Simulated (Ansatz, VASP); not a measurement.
**MoS2 in VASP and in Ansatz**

File INCAR:

```
SYSTEM = MoS2
PREC     = Accurate       ! precision mode
ENCUT    = 520            ! plane-wave cutoff, eV
EDIFF    = 1E-6           ! SCF threshold, eV
ISMEAR   = -1             ! smearing method
SIGMA    = 0.05           ! smearing width, eV
LREAL    = .FALSE.        ! projectors in reciprocal space
LASPH    = .TRUE.         ! aspherical terms in the spheres
NELM     = 80             ! most SCF steps
ALGO     = Normal         ! electronic algorithm
ISIF     = 2              ! what is computed and relaxed
LWAVE    = .FALSE.        ! write WAVECAR
LCHARG   = .FALSE.        ! write CHGCAR
NBANDS   = 20             ! bands
```

Contents of KPOINTS:

```
regular mesh
0
G
  9 9 4
  0 0 0
```

Contents of POSCAR:

```
MoS2
1.0
    3.1838448285      0.0000000000      0.0000000000
   -1.5919224143      2.7572905031      0.0000000000
    0.0000000000      0.0000000000      6.2271592669
Mo S
1 2
Direct
    0.0000000000      0.0000000000      0.5000000000
    0.6666666667      0.3333333333      0.7446806800
    0.3333333333      0.6666666667      0.2553193200
```

File input.yaml:

```yaml
crystal:
  lattice:
    - [3.1838448285, 0.0, 0.0]
    - [-1.5919224143, 2.7572905031, 0.0]
    - [0.0, 0.0, 6.2271592669]
  atoms:
    - { symbol: Mo, position: [0.0, 0.0, 0.5] }
    - { symbol: S, position: [0.6666666667, 0.3333333333, 0.74468068] }
    - { symbol: S, position: [0.3333333333, 0.6666666667, 0.25531932] }
kpoints:
  mp_grid: { grid: [9, 9, 4] }
scf:
  occupations: { method: fermi_dirac, width: 0.05 }
hamiltonian:
  xc: lda
  pseudopotentials: { kind: all_electron, lapw: { basis_error: 0.002 } }
output:
  forces: true
  stress: true
  eigenvalues: true
```

Change from the starting cell: volume scaled by 0.96.

Alike in both runs: task single point; functional LDA; k mesh 9 × 9 × 4; occupations fermi-dirac, width 0.05 eV; no spin polarisation.

```csv
,VASP,Ansatz
version,VASP 6.6.1,Ansatz 0.2.0
potentials or method,"VASP PAW LDA potentials, release 64 (Mo_sv, S), cutoff 520 eV","all-electron LAPW, scalar-relativistic"
```

|  | VASP | Ansatz | Ansatz less VASP |
| --- | --- | --- | --- |
| gap on the k mesh at the Fermi level (eV) | none | none | - |
| pressure (GPa) | -0.4 | -0.4 | -0.06 |
| traceless stress, the component that is largest in VASP (GPa) | 2.72 | 2.70 | -0.019 |
| rms of the force components (eV/Å) | 0.254 | 0.246 | -0.0085 |

LDA's correlation is that of Perdew and Zunger in VASP and of Perdew and Wang (1992) in Ansatz. Atom by atom the forces differ by 0.009 eV/Å (rms over components). A gap of «none» marks a metal or a gap that the smearing closes. Ansatz ran all-electron here, and VASP with PAW potentials.
